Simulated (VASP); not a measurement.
# AlN (R-3m) in VASP: single point with HSE06

Aim: the single point of AlN with HSE06.

Everything below comes from runs of VASP 6.6.1. Logs are shortened: lines on timing, memory, paths and dates and some standing lists are left out, and cuts for length are marked.

### Step 1. The cell of the first run

It takes space group R-3m (No. 166, trigonal). Conventional cell: a = 2.855 Å, b = 2.855 Å, c = 7.029 Å, α = 90.00°, β = 90.00°, γ = 120.00°. Within 2.7 Å of Al (site symmetry -3m) lie 6 N at 2.02 Å. N (site symmetry -3m) has 6 Al at 2.02 Å within 2.7 Å.

### Step 2. Single point, HSE06 (strain along [111] +0.5%)

The input, POSCAR:

```
AlN
1.0
    0.0067295616      2.0255980312      2.0255980312
    2.0255980312      0.0067295616      2.0255980312
    2.0255980312      2.0255980312      0.0067295616
Al N
1 1
Direct
    0.0000000000      0.0000000000      0.0000000000
    0.5000000000      0.5000000000      0.5000000000
```

The input, INCAR.step1:

```
SYSTEM = AlN
ALGO     = Normal         ! electronic algorithm
EDIFF    = 1E-5           ! SCF threshold, eV
ENCUT    = 520            ! plane-wave cutoff, eV
GGA      = PE             ! functional
ISIF     = 2              ! what is computed and relaxed
ISMEAR   = 0              ! smearing method
LASPH    = .TRUE.         ! aspherical terms in the spheres
LREAL    = .FALSE.        ! projectors in reciprocal space
LWAVE    = .TRUE.         ! write WAVECAR
NBANDS   = 11             ! bands
NELM     = 60             ! most SCF steps
PREC     = Accurate       ! precision mode
SIGMA    = 0.01           ! smearing width, eV
```

The input, INCAR.step2:

```
SYSTEM = AlN
ALGO     = Normal         ! electronic algorithm
EDIFF    = 1E-7           ! SCF threshold, eV
ENCUT    = 520            ! plane-wave cutoff, eV
GGA      = PE             ! functional
HFSCREEN = 0.2079         ! screening, 1/A
ISIF     = 2              ! what is computed and relaxed
ISMEAR   = 0              ! smearing method
ISTART   = 1            
LASPH    = .TRUE.         ! aspherical terms in the spheres
LCHARG   = .TRUE.         ! write CHGCAR
LELF     = .TRUE.         ! ELF
LHFCALC  = .TRUE.         ! exact exchange
LREAL    = .FALSE.        ! projectors in reciprocal space
LVHAR    = .TRUE.       
LWAVE    = .FALSE.        ! write WAVECAR
NBANDS   = 11             ! bands
NELM     = 60             ! most SCF steps
PREC     = Accurate       ! precision mode
PRECFOCK = Normal       
SIGMA    = 0.01           ! smearing width, eV
```

The input, KPOINTS:

```
k-points
0
G
  8 8 8
  0 0 0
```

Potentials or basis: VASP PAW PBE potentials, release 64 (Al, N).

Run with:

```
> cat potpaw_PBE.64/Al/POTCAR potpaw_PBE.64/N/POTCAR > POTCAR
> cp INCAR.step1 INCAR
> mpirun -np 1 vasp_std > vasp.out
> cp INCAR.step2 INCAR
> mpirun -np 1 vasp_std > vasp.out
```

OUTCAR:

```text
SYSTEM = AlN
   EDIFF = 1E-7
   ENCUT = 520
   GGA = PE
   HFSCREEN = 0.2079
   ISIF = 2
   ISMEAR = 0
   ISTART = 1
   LASPH = .TRUE.
   LHFCALC = .TRUE.
   LREAL = .FALSE.
   NELM = 60
   PREC = Accurate
   PRECFOCK = Normal

 ion  position               nearest neighbor table
   1  0.000  0.000  0.000-   2 2.02   2 2.02   2 2.02   2 2.02   2 2.02   2 2.02
   2  0.500  0.500  0.500-   1 2.02   1 2.02   1 2.02   1 2.02   1 2.02   1 2.02

  LATTYP: Found a trigonal (rhomboedric) cell.
 ALAT       =     2.8646361121
 COS(alpha) =     0.5033194815

  Lattice vectors:

 A1 = (   0.0067295616,   2.0255980312,   2.0255980312)
 A2 = (   2.0255980312,   0.0067295616,   2.0255980312)
 A3 = (   2.0255980312,   2.0255980312,   0.0067295616)

Analysis of symmetry for initial positions (statically):
=====================================================================
 Subroutine PRICEL returns:
 Original cell was already a primitive cell.

 Routine SETGRP: Setting up the symmetry group for a
 trigonal (rhombohedral) supercell.

 Subroutine GETGRP returns: Found 12 space group operations
 (whereof 12 operations were pure point group operations)
 out of a pool of 12 trial point group operations.

The static configuration has the point symmetry D_3d.

Analysis of symmetry for dynamics (positions and initial velocities):
=====================================================================
 Subroutine PRICEL returns:
 Original cell was already a primitive cell.

 Routine SETGRP: Setting up the symmetry group for a
 trigonal (rhombohedral) supercell.

 Subroutine GETGRP returns: Found 12 space group operations
 (whereof 12 operations were pure point group operations)
 out of a pool of 12 trial point group operations.

The dynamic configuration has the point symmetry D_3d.

 Subroutine INISYM returns: Found 12 space group operations
 (whereof 12 operations are pure point group operations),
 and found     1 'primitive' translations

----------------------------------------------------------------------------------------

                                     Primitive cell

  volume of cell :      16.5394

  direct lattice vectors                    reciprocal lattice vectors
     0.006729562  2.025598031  2.025598031    -0.248074203  0.247252766  0.247252766
     2.025598031  0.006729562  2.025598031     0.247252766 -0.248074203  0.247252766
     2.025598031  2.025598031  0.006729562     0.247252766  0.247252766 -0.248074203

  length of vectors
     2.864636112  2.864636112  2.864636112     0.428729134  0.428729134  0.428729134

  position of ions in fractional coordinates (direct lattice)
     0.000000000  0.000000000  0.000000000
     0.500000000  0.500000000  0.500000000

  ion indices of the primitive-cell ions
   primitive index   ion index
                 1           1
                 2           2

----------------------------------------------------------------------------------------

 KPOINTS: k-points

Automatic generation of k-mesh.
 Grid dimensions read from file:
 generate k-points for:    8    8    8

 Generating k-lattice:

  Cartesian coordinates                     Fractional coordinates (reciprocal lattice)
    -0.031009275  0.030906596  0.030906596     0.125000000  0.000000000  0.000000000
     0.030906596 -0.031009275  0.030906596     0.000000000  0.125000000  0.000000000
     0.030906596  0.030906596 -0.031009275     0.000000000  0.000000000  0.125000000

  Length of vectors
     0.053591142  0.053591142  0.053591142

  Shift w.r.t. Gamma in fractional coordinates (k-lattice)
     0.000000000  0.000000000  0.000000000

 Subroutine IBZKPT returns following result:
 ===========================================

 Found     65 irreducible k-points:

 Following reciprocal coordinates:
            Coordinates               Weight
  0.000000  0.000000  0.000000      1.000000
  0.125000  0.000000 -0.000000      6.000000
  0.250000  0.000000 -0.000000      6.000000
  0.375000  0.000000  0.000000      6.000000
  0.500000  0.000000 -0.000000      3.000000
  0.125000  0.125000  0.000000      6.000000
[... 16 lines left out ...]
  0.250000  0.125000  0.125000      6.000000
  0.375000  0.125000  0.125000      6.000000
 [... further k-points ...]
   k-points           NKPTS =     65   k-points in BZ     NKDIM =    512   number of bands    NBANDS=     11
   number of dos      NEDOS =    301   number of ions     NIONS =      2
   total plane-waves  NPLWV =  13824
   dimension x,y,z NGX =    24 NGY =   24 NGZ =   24
   dimension x,y,z NGXF=    48 NGYF=   48 NGZF=   48
   ions per type =               1   1
   NGX,Y,Z   is equivalent  to a cutoff of  13.93, 13.93, 13.93 a.u.
   NGXF,Y,Z  is equivalent  to a cutoff of  27.86, 27.86, 27.86 a.u.
 SYSTEM =  AlN
   PREC   = accura    normal or accurate (medium, high low for compatibility)
   ISTART =      1    job   : 0-new  1-cont  2-samecut
   ICHARG =      0    charge: 1-file 2-atom 10-const
   ISPIN  =      1    spin polarized calculation?
   LNONCOLLINEAR =      F non collinear calculations
   LSORBIT =      F    spin-orbit coupling
   LASPH  =      T    aspherical Exc in radial PAW
   ENCUT  =  520.0 eV  38.22 Ry    6.18 a.u.   5.33  5.33  5.33*2*pi/ulx,y,z
   NELM   =     60;   NELMIN=  2; NELMDL=  0     # of ELM steps
   EDIFF  = 0.1E-06   stopping-criterion for ELM
   LREAL  =      F    real-space projection
   EDIFFG = 0.1E-05   stopping-criterion for IOM
   NSW    =      0    number of steps for IOM
   IBRION =     -1    ionic relax: 0-MD 1-quasi-New 2-CG
   NFREE  =      0    steps in history (QN), initial steepest desc. (CG)
   ISIF   =      2    stress and relaxation
   ISYM   =      3    0-nonsym 1-usesym 2-fastsym
   POTIM  = 0.5000    time-step for ionic-motion
   TEBEG  =    0.0;   TEEND  =   0.0 temperature during run
   PSTRESS=    0.0 pullay stress
   NELECT =       8.0000    total number of electrons
   NUPDOWN=      -1.0000    fix difference up-down
   EMIN   =  10.00;   EMAX   =-10.00  energy-range for DOS
   EFERMI =   0.00;   METHOD = LEGACY
   ISMEAR =     0;   SIGMA  =   0.01  broadening in eV -4-tet -1-fermi 0-gaus
   EFERMI_NEDOS =   21; number of points for ismear=-14 and -15
   IALGO  =     38    algorithm
   IMIX   =      1    mixing-type and parameters
     AMIX     =   0.40;   BMIX     =  1.00
     AMIX_MAG =   1.60;   BMIX_MAG =  1.00
  volume/ion in A,a.u.               =       8.27        55.81
  Fermi-wavevector in a.u.,A,eV,Ry     =   1.285084  2.428456 22.469210  1.651440
  Thomas-Fermi vector in A             =   2.417239
   LORBIT       =      0    0 simple, 1 ext, 2 COOP (PROOUT), +10 PAW based schemes
   GGA     = PE    functional components
   LHFCALC =     T    Hartree Fock is set to
   PRECFOCK=normal    Normal, Fast or Accurate (Low or Medium for compatibility)
   ENCUT4O =  -1.0   cutoff for four orbital integrals eV
   NKREDX  =     1    reduce k-point grid by
   NKREDY  =     1    reduce k-point grid by
   NKREDZ  =     1    reduce k-point grid by
   AEXX    =    0.2500 exact exchange contribution
   HFSCREEN=    0.2079 screening length (either q_TF or 0.3 A-1)
   HFSCREENC=   0.2079 screening length for correlation (either q_TF or 0.3 A-1)
   ENCUTFOCK=  -1.0 apply spherical cutoff to Coloumb kernel
   IVDW    =     0    specifies the selected vdW correction
   LEPSILON=     F    determine dielectric tensor
   LRPA    =     F    only Hartree local field effects (RPA)
 non-spin polarized calculation
 Gauss-broadening in eV      SIGMA  =   0.01
  energy-cutoff  :      520.00
  volume of cell :       16.54
 maximum number of plane-waves:       459
 NGX is ok and might be reduce to    24
  NGX = 16; NGY = 16; NGZ = 16

 number of electron       7.9999999 magnetization

 Free energy of the ion-electron system (eV)
  ---------------------------------------------------
  ext. energy  EPLUGINS =         0.00000000
  ---------------------------------------------------
  free energy    TOTEN  =       -17.13227395 eV

  energy without entropy =      -17.13227395  energy(sigma->0) =      -17.13227395

 E-fermi :   9.2725     XC(G=0): -10.0534

 val. band max:        9.1175334717   @ k =   0.0000   0.0000   0.0000
 cond. band min:      15.0502453983   @ k =   0.5000   0.5000   0.0000
 fundamental gap:      5.9327119266
 Fermi energy:         9.2725057725

 k-point     1 :       0.0000    0.0000    0.0000
  band No.  band energies     occupation
      1     -10.1186      2.00000
      2       9.0478      2.00000
      3       9.1175      2.00000
      4       9.1175      2.00000
      5      16.2754      0.00000
      6      22.7899      0.00000
      7      22.9473      0.00000
      8      22.9473      0.00000
      9      28.0741      0.00000
     10      28.7946      0.00000
     11      28.7946      0.00000

 k-point     2 :       0.1250    0.0000   -0.0000
  band No.  band energies     occupation
      1      -9.7754      2.00000
      2       7.5107      2.00000
      3       8.8582      2.00000
      4       8.9169      2.00000
      5      17.1687      0.00000
      6      21.7301      0.00000
      7      23.2652      0.00000
      8      23.3860      0.00000
      9      26.7820      0.00000
     10      26.8417      0.00000
     11      29.2058      0.00000

 k-point     3 :       0.2500    0.0000   -0.0000
  band No.  band energies     occupation
      1      -8.8002      2.00000
      2       4.4140      2.00000
      3       8.4273      2.00000
      4       8.4792      2.00000
      5      17.4468      0.00000
      6      22.0635      0.00000
      7      23.0261      0.00000
      8      23.0849      0.00000
      9      27.0799      0.00000
     10      27.2305      0.00000
     11      28.2002      0.00000
[... 267 lines left out ...]
 k-point    23 :       0.2500    0.1250    0.1250
  band No.  band energies     occupation
      1      -9.2265      2.00000
      2       6.0291      2.00000
      3       7.7424      2.00000
      4       8.8781      2.00000
      5      18.2497      0.00000
      6      20.7363      0.00000
      7      23.3271      0.00000
      8      24.1158      0.00000
      9      24.5289      0.00000
     10      27.8927      0.00000
     11      30.5431      0.00000

 k-point    24 :       0.3750    0.1250    0.1250
  band No.  band energies     occupation
      1      -8.1106      2.00000
      2       3.4648      2.00000
      3       6.7974      2.00000
      4       8.4381      2.00000
      5      18.3979      0.00000
      6      21.4741      0.00000
      7      22.1942      0.00000
      8      22.9642      0.00000
      9      26.4498      0.00000
     10      29.7146      0.00000
     11      30.2777      0.00000

 [... further k-points ...]
[... 5 lines left out ...]
  --------------------------------------------------------------------------------------
  -------------------------------------------------------------------------------------
  Total       -0.2892491     -0.2892491     -0.2892491     -0.1138769     -0.1138769     -0.1138769
  in kB      -28.0196339    -28.0196339    -28.0196339    -11.0312889    -11.0312889    -11.0312889
  external PRESSURE =     -28.0196339 kB  Pullay stress =       0.0000000 kB

 VOLUME and BASIS-vectors are now :
 -----------------------------------------------------------------------------
  energy-cutoff  :      520.00
  volume of cell :       16.54
      direct lattice vectors                 reciprocal lattice vectors
     0.006729562  2.025598031  2.025598031    -0.248074203  0.247252766  0.247252766
     2.025598031  0.006729562  2.025598031     0.247252766 -0.248074203  0.247252766
     2.025598031  2.025598031  0.006729562     0.247252766  0.247252766 -0.248074203

 POSITION                                       TOTAL-FORCE (eV/Angst)
 -----------------------------------------------------------------------------------
      0.00000      0.00000      0.00000        -0.000000      0.000000      0.000000
      2.02896      2.02896      2.02896         0.000000     -0.000000     -0.000000
 -----------------------------------------------------------------------------------
    total drift:                               -0.000000     -0.000000     -0.000000

  FREE ENERGIE OF THE ION-ELECTRON SYSTEM (eV)
  ---------------------------------------------------
  free  energy   TOTEN  =       -17.1322739466 eV

  energy  without entropy=      -17.1322739466  energy(sigma->0) =      -17.13227395
```

Run time: 34 min. Hardware: 1 thread of AMD EPYC 7R13 (Zen 3), shared host; peak memory 0.23 GiB.

Results:

```yaml
Free_energy: -17.1323 eV
Pressure: -2.8 GPa
Band_gap_on_the_k_mesh: 5.93 eV (least direct gap 7.16 eV)
```

Stress tensor (GPa, compression positive):
```
-2.80 -1.10 -1.10
-1.10 -2.80 -1.10
-1.10 -1.10 -2.80
```

Levels at points of the mesh, in eV from the valence-band top:
```
           k point  band 1  band 2  band 3  band 4  band 5  band 6  band 7  band 8
(0.00, 0.00, 0.00)  -19.24   -0.07    0.00    0.00    7.16   13.67   13.83   13.83
(0.50, 0.00, 0.00)  -15.76   -9.01   -1.21   -1.17    7.48   12.50   12.56   15.50
(0.50, 0.50, 0.00)  -14.71   -8.03   -3.11   -3.04    5.93    6.60   16.20   19.43
(0.50, 0.50, 0.50)  -15.79   -9.05   -1.15   -1.15    7.57   12.64   12.64   15.44
```

Caveat: the cell differs from its parent crystal (strain along [111] +0.5%); the structure was generated, so it needn't be the stable form of AlN; the PAW data sets were made with another functional, which shifts forces and pressure a little.
